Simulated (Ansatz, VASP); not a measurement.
# One calculation of TePb, two programs

The input POSCAR:

```
TePb
1.0
    0.0000000000      3.6414940692      3.6414940692
    3.6414940692      0.0000000000      3.6414940692
    3.6414940692      3.6414940692      0.0000000000
Pb Te
1 1
Direct
    0.0000000000      0.0000000000      0.0000000000
    0.2500000000      0.2500000000      0.2500000000
```

The input INCAR.step1:

```
SYSTEM = TePb
PREC = Accurate
ENCUT = 520
EDIFF = 1E-5
ISMEAR = 0
SIGMA = 0.01
LREAL = .FALSE.
LASPH = .TRUE.
NELM = 100
ALGO = Normal
ISIF = 2
LWAVE = .TRUE.
LCHARG = .FALSE.
NBANDS = 17
GGA = PE
```

The input INCAR.step2:

```
SYSTEM = TePb
PREC = Accurate
ENCUT = 520
EDIFF = 1E-7
ISMEAR = 0
SIGMA = 0.01
LREAL = .FALSE.
LASPH = .TRUE.
NELM = 100
ALGO = Normal
ISIF = 2
LWAVE = .FALSE.
LCHARG = .FALSE.
GGA = PE
LHFCALC = .TRUE.
HFSCREEN = 0.2079
PRECFOCK = Normal
NBANDS = 17
ISTART = 1
```

File KPOINTS:

```
regular mesh
0
G
  4 4 4
  0 0 0
```

Input for Ansatz:

```yaml
crystal:
  lattice:
    - [0.0, 3.6414940692, 3.6414940692]
    - [3.6414940692, 0.0, 3.6414940692]
    - [3.6414940692, 3.6414940692, 0.0]
  atoms:
    - { symbol: Pb, position: [0.0, 0.0, 0.0] }
    - { symbol: Te, position: [0.25, 0.25, 0.25] }
kpoints:
  mp_grid: { grid: [4, 4, 4] }
hamiltonian:
  xc: hse06
scf:
  occupations: { method: fixed }
  n_extra_bands: 4
output:
  forces: true
  stress: true
  eigenvalues: true
```

Alike in both runs: task single point; functional HSE06; k mesh 4 × 4 × 4; no spin polarisation.

```csv
,VASP,Ansatz
version,VASP 6.6.1,Ansatz 0.2.0
potentials or method,"VASP PAW PBE potentials, release 64 (Pb_d, Te)","plane waves, PAW"
plane-wave cutoff (eV),520,420
occupations,"gaussian, width 0.01 eV",fixed
valence electrons in the cell,20,30
```

|  | VASP | Ansatz | Ansatz less VASP |
| --- | --- | --- | --- |
| gap on the k mesh at the Fermi level (eV) | 0.96 | 0.97 | +0.011 |
| pressure (GPa) | -0.1 | 0.0 | +0.12 |

VASP's potentials hold 20 valence electrons a cell and Ansatz's 30, so a difference there can come from the potentials and not from the codes. Ansatz's warnings: stress exchange threshold loose, stress scf threshold loose.

Spin-orbit coupling is off throughout.
